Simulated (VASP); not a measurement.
# AlPt (Pm-3m) in VASP: single point with PBEsol

Aim: the single point of AlPt with PBEsol.

Everything below comes from runs of VASP 6.6.1. Logs are shortened: lines on timing, memory, paths and dates and some standing lists are left out, and cuts for length are marked.

### Step 1. The cell of the first run

Symmetry: Pm-3m, No. 221, cubic system. The conventional cell has a = 2.937 Å, b = 2.937 Å, c = 2.937 Å, α = 90.00°, β = 90.00°, γ = 90.00°. Within 3.4 Å of Al (site symmetry m-3m) lie 8 Pt at 2.54 Å and 6 Al at 2.94 Å. Within 3.4 Å of Pt (site symmetry m-3m) lie 8 Al at 2.54 Å and 6 Pt at 2.94 Å.

### Step 2. Single point, PBEsol (strain -0.050 along x and y, -0.050 along z)

Contents of INCAR:

```
SYSTEM = AlPt
PREC     = Accurate       ! precision mode
ENCUT    = 520            ! plane-wave cutoff, eV
EDIFF    = 1E-6           ! SCF threshold, eV
ISMEAR   = 0              ! smearing method
SIGMA    = 0.15           ! smearing width, eV
LREAL    = .False.        ! projectors in reciprocal space
LASPH    = .True.         ! aspherical terms in the spheres
NELM     = 60             ! most SCF steps
ALGO     = Normal         ! electronic algorithm
ISIF     = 2              ! what is computed and relaxed
LWAVE    = .False.        ! write WAVECAR
LCHARG   = .False.        ! write CHGCAR
GGA      = PS             ! functional
NBANDS   = 14             ! bands
```

Contents of KPOINTS:

```
Automatic mesh
0
Gamma
  16 16 16
  0 0 0
```

Contents of POSCAR:

```
AlPt
1.0
    2.9369687000      0.0000000000      0.0000000000
    0.0000000000      2.9369687000      0.0000000000
    0.0000000000      0.0000000000      2.9369687000
Al Pt
1 1
Direct
    0.0000000000      0.0000000000      0.0000000000
    0.5000000000      0.5000000000      0.5000000000
```

Potentials or basis: VASP PAW PBE potentials, release 64 (Al, Pt).

On the command line:

```bash
$ cat potpaw_PBE.64/Al/POTCAR potpaw_PBE.64/Pt/POTCAR > POTCAR
$ mpirun -np 1 vasp_std > vasp.out
```

OUTCAR:

```text
SYSTEM = AlPt
   PREC = Accurate
   ENCUT = 520
   EDIFF = 1E-6
   ISMEAR = 0
   LREAL = .False.
   LASPH = .True.
   NELM = 60
   ISIF = 2
   GGA = PS

 ion  position               nearest neighbor table
   1  0.000  0.000  0.000-   2 2.54   2 2.54   2 2.54   2 2.54   2 2.54   2 2.54   2 2.54   2 2.54

   2  0.500  0.500  0.500-   1 2.54   1 2.54   1 2.54   1 2.54   1 2.54   1 2.54   1 2.54   1 2.54

  LATTYP: Found a simple cubic cell.
 ALAT       =     2.9369687000

  Lattice vectors:

 A1 = (   2.9369687000,   0.0000000000,   0.0000000000)
 A2 = (   0.0000000000,   2.9369687000,   0.0000000000)
 A3 = (   0.0000000000,   0.0000000000,   2.9369687000)

Analysis of symmetry for initial positions (statically):
=====================================================================
 Subroutine PRICEL returns:
 Original cell was already a primitive cell.

 Routine SETGRP: Setting up the symmetry group for a
 simple cubic supercell.

 Subroutine GETGRP returns: Found 48 space group operations
 (whereof 48 operations were pure point group operations)
 out of a pool of 48 trial point group operations.

The static configuration has the point symmetry O_h .

Analysis of symmetry for dynamics (positions and initial velocities):
=====================================================================
 Subroutine PRICEL returns:
 Original cell was already a primitive cell.

 Routine SETGRP: Setting up the symmetry group for a
 simple cubic supercell.

 Subroutine GETGRP returns: Found 48 space group operations
 (whereof 48 operations were pure point group operations)
 out of a pool of 48 trial point group operations.

The dynamic configuration has the point symmetry O_h .

 Subroutine INISYM returns: Found 48 space group operations
 (whereof 48 operations are pure point group operations),
 and found     1 'primitive' translations

----------------------------------------------------------------------------------------

                                     Primitive cell

  volume of cell :      25.3337

  direct lattice vectors                    reciprocal lattice vectors
     2.936968700  0.000000000  0.000000000     0.340487115  0.000000000  0.000000000
     0.000000000  2.936968700  0.000000000     0.000000000  0.340487115  0.000000000
     0.000000000  0.000000000  2.936968700     0.000000000  0.000000000  0.340487115

  length of vectors
     2.936968700  2.936968700  2.936968700     0.340487115  0.340487115  0.340487115

  position of ions in fractional coordinates (direct lattice)
     0.000000000  0.000000000  0.000000000
     0.500000000  0.500000000  0.500000000

  ion indices of the primitive-cell ions
   primitive index   ion index
                 1           1
                 2           2

----------------------------------------------------------------------------------------

 KPOINTS: Automatic mesh

Automatic generation of k-mesh.
 Grid dimensions read from file:
 generate k-points for:   16   16   16

 Generating k-lattice:

  Cartesian coordinates                     Fractional coordinates (reciprocal lattice)
     0.021280445  0.000000000  0.000000000     0.062500000  0.000000000  0.000000000
     0.000000000  0.021280445  0.000000000     0.000000000  0.062500000  0.000000000
     0.000000000  0.000000000  0.021280445     0.000000000  0.000000000  0.062500000

  Length of vectors
     0.021280445  0.021280445  0.021280445

  Shift w.r.t. Gamma in fractional coordinates (k-lattice)
     0.000000000  0.000000000  0.000000000

 Subroutine IBZKPT returns following result:
 ===========================================

 Found    165 irreducible k-points:

 Following reciprocal coordinates:
            Coordinates               Weight
  0.000000  0.000000  0.000000      1.000000
  0.062500  0.000000  0.000000      6.000000
  0.125000  0.000000  0.000000      6.000000
  0.187500  0.000000  0.000000      6.000000
  0.250000  0.000000  0.000000      6.000000
  0.312500  0.000000  0.000000      6.000000
[... 16 lines left out ...]
  0.437500  0.125000  0.000000     24.000000
  0.500000  0.125000  0.000000     12.000000
 [... further k-points ...]
   k-points           NKPTS =    165   k-points in BZ     NKDIM =    165   number of bands    NBANDS=     14
   number of dos      NEDOS =    301   number of ions     NIONS =      2
   total plane-waves  NPLWV =  13824
   dimension x,y,z NGX =    24 NGY =   24 NGZ =   24
   dimension x,y,z NGXF=    48 NGYF=   48 NGZF=   48
   ions per type =               1   1
   NGX,Y,Z   is equivalent  to a cutoff of  13.59, 13.59, 13.59 a.u.
   NGXF,Y,Z  is equivalent  to a cutoff of  27.17, 27.17, 27.17 a.u.
 SYSTEM =  AlPt
   PREC   = accura    normal or accurate (medium, high low for compatibility)
   ISTART =      0    job   : 0-new  1-cont  2-samecut
   ICHARG =      2    charge: 1-file 2-atom 10-const
   ISPIN  =      1    spin polarized calculation?
   LNONCOLLINEAR =      F non collinear calculations
   LSORBIT =      F    spin-orbit coupling
   LASPH  =      T    aspherical Exc in radial PAW
   ENCUT  =  520.0 eV  38.22 Ry    6.18 a.u.   5.46  5.46  5.46*2*pi/ulx,y,z
   NELM   =     60;   NELMIN=  2; NELMDL= -5     # of ELM steps
   EDIFF  = 0.1E-05   stopping-criterion for ELM
   LREAL  =      F    real-space projection
   EDIFFG = 0.1E-04   stopping-criterion for IOM
   NSW    =      0    number of steps for IOM
   IBRION =     -1    ionic relax: 0-MD 1-quasi-New 2-CG
   NFREE  =      0    steps in history (QN), initial steepest desc. (CG)
   ISIF   =      2    stress and relaxation
   ISYM   =      2    0-nonsym 1-usesym 2-fastsym
   POTIM  = 0.5000    time-step for ionic-motion
   TEBEG  =    0.0;   TEEND  =   0.0 temperature during run
   PSTRESS=    0.0 pullay stress
   NELECT =      13.0000    total number of electrons
   NUPDOWN=      -1.0000    fix difference up-down
   EMIN   =  10.00;   EMAX   =-10.00  energy-range for DOS
   EFERMI =   0.00;   METHOD = LEGACY
   ISMEAR =     0;   SIGMA  =   0.15  broadening in eV -4-tet -1-fermi 0-gaus
   EFERMI_NEDOS =   21; number of points for ismear=-14 and -15
   IALGO  =     38    algorithm
   IMIX   =      4    mixing-type and parameters
     AMIX     =   0.40;   BMIX     =  1.00
     AMIX_MAG =   1.60;   BMIX_MAG =  1.00
  volume/ion in A,a.u.               =      12.67        85.48
  Fermi-wavevector in a.u.,A,eV,Ry     =   1.310660  2.476788 23.372482  1.717829
  Thomas-Fermi vector in A             =   2.441175
   LORBIT       =      0    0 simple, 1 ext, 2 COOP (PROOUT), +10 PAW based schemes
   GGA     = PS    functional components
   LHFCALC =     F    Hartree Fock is set to
   AEXX    =    0.0000 exact exchange contribution
   IVDW    =     0    specifies the selected vdW correction
   LEPSILON=     F    determine dielectric tensor
   LRPA    =     F    only Hartree local field effects (RPA)
 non-spin polarized calculation
 Gauss-broadening in eV      SIGMA  =   0.15
  energy-cutoff  :      520.00
  volume of cell :       25.33
 maximum number of plane-waves:       707
 NGX is ok and might be reduce to    24
   NGX = 11   NGY = 11   NGZ = 11

 number of electron      12.9999998 magnetization

 Free energy of the ion-electron system (eV)
  ---------------------------------------------------
  ext. energy  EPLUGINS =         0.00000000
  ---------------------------------------------------
  free energy    TOTEN  =       -12.63034615 eV

  energy without entropy =      -12.62418982  energy(sigma->0) =      -12.62726798

 E-fermi :  13.2605     XC(G=0): -12.9823

 val. band max:       13.1970717595   @ k =   0.3750   0.3750   0.1250
 cond. band min:      13.2689886157   @ k =   0.3125   0.1250   0.0000
 fundamental gap:      0.0719168561
 Fermi energy:        13.2604504472

 k-point     1 :       0.0000    0.0000    0.0000
  band No.  band energies     occupation
      1       0.1055      2.00000
      2       6.3022      2.00000
      3       6.3022      2.00000
      4      10.1327      2.00000
      5      10.1327      2.00000
      6      10.1327      2.00000
      7      17.3040      0.00000
      8      17.3040      0.00000
      9      17.3040      0.00000
     10      22.7738      0.00000
     11      22.7738      0.00000
     12      25.0490      0.00000
     13      31.4108      0.00000
     14      31.4108      0.00000

 k-point     2 :       0.0625    0.0000    0.0000
  band No.  band energies     occupation
      1       0.1871      2.00000
      2       6.3274      2.00000
      3       6.3392      2.00000
      4      10.0406      2.00000
      5      10.0406      2.00000
      6      10.1423      2.00000
      7      16.8561      0.00000
      8      17.4582      0.00000
      9      17.4582      0.00000
     10      22.5692      0.00000
     11      23.0638      0.00000
     12      25.3656      0.00000
     13      31.2145      0.00000
     14      31.2145      0.00000

 k-point     3 :       0.1250    0.0000    0.0000
  band No.  band energies     occupation
      1       0.4289      2.00000
      2       6.4003      2.00000
      3       6.4369      2.00000
      4       9.7946      2.00000
      5       9.7946      2.00000
      6      10.1697      2.00000
      7      15.8465      0.00000
      8      17.8897      0.00000
      9      17.8897      0.00000
     10      22.0306      0.00000
     11      23.5225      0.00000
     12      26.3933      0.00000
     13      30.5682      0.00000
     14      30.5682      0.00000
[... 324 lines left out ...]
 k-point    23 :       0.4375    0.1250    0.0000
  band No.  band energies     occupation
      1       3.6677      2.00000
      2       5.5480      2.00000
      3       7.1974      2.00000
      4       8.4486      2.00000
      5       8.4864      2.00000
      6      10.0852      2.00000
      7      12.4105      2.00000
      8      19.0111      0.00000
      9      20.1748      0.00000
     10      22.4373      0.00000
     11      23.7622      0.00000
     12      25.0204      0.00000
     13      26.7356      0.00000
     14      28.8840      0.00000

 k-point    24 :       0.5000    0.1250    0.0000
  band No.  band energies     occupation
      1       4.0814      2.00000
      2       5.1785      2.00000
      3       7.2332      2.00000
      4       8.3960      2.00000
      5       8.4756      2.00000
      6      10.0964      2.00000
      7      12.3284      2.00000
      8      19.0427      0.00000
      9      20.3016      0.00000
     10      22.9044      0.00000
     11      23.3585      0.00000
     12      24.5202      0.00000
     13      26.9346      0.00000
     14      28.5589      0.00000

 [... further k-points ...]
[... 5 lines left out ...]
  --------------------------------------------------------------------------------------
  -------------------------------------------------------------------------------------
  Total        5.2661808      5.2661808      5.2661808     -0.0000000     -0.0000000      0.0000000
  in kB      333.0491960    333.0491960    333.0491960     -0.0000000     -0.0000000      0.0000000
  external PRESSURE =     333.0491960 kB  Pullay stress =       0.0000000 kB

 VOLUME and BASIS-vectors are now :
 -----------------------------------------------------------------------------
  energy-cutoff  :      520.00
  volume of cell :       25.33
      direct lattice vectors                 reciprocal lattice vectors
     2.936968700  0.000000000  0.000000000     0.340487115  0.000000000  0.000000000
     0.000000000  2.936968700  0.000000000     0.000000000  0.340487115  0.000000000
     0.000000000  0.000000000  2.936968700     0.000000000  0.000000000  0.340487115

 POSITION                                       TOTAL-FORCE (eV/Angst)
 -----------------------------------------------------------------------------------
      0.00000      0.00000      0.00000         0.000000      0.000000      0.000000
      1.46848      1.46848      1.46848         0.000000      0.000000      0.000000
 -----------------------------------------------------------------------------------
    total drift:                                0.000000     -0.000000     -0.000000

  FREE ENERGIE OF THE ION-ELECTRON SYSTEM (eV)
  ---------------------------------------------------
  free  energy   TOTEN  =       -12.6303461508 eV

  energy  without entropy=      -12.6241898182  energy(sigma->0) =      -12.62726798
```

Wall time 13 s (1 thread of Intel Xeon 6975P-C (Granite Rapids), shared host); peak memory 0.18 GiB.

Results:

* Free energy: -12.6303 eV
* Pressure: 33.3 GPa

Caveat: the cell differs from its parent crystal (strain -0.050 along x and y, -0.050 along z); the PAW data sets were made with another functional, which shifts forces and pressure a little; spin-orbit coupling is left out, which moves the levels of the heavy elements.
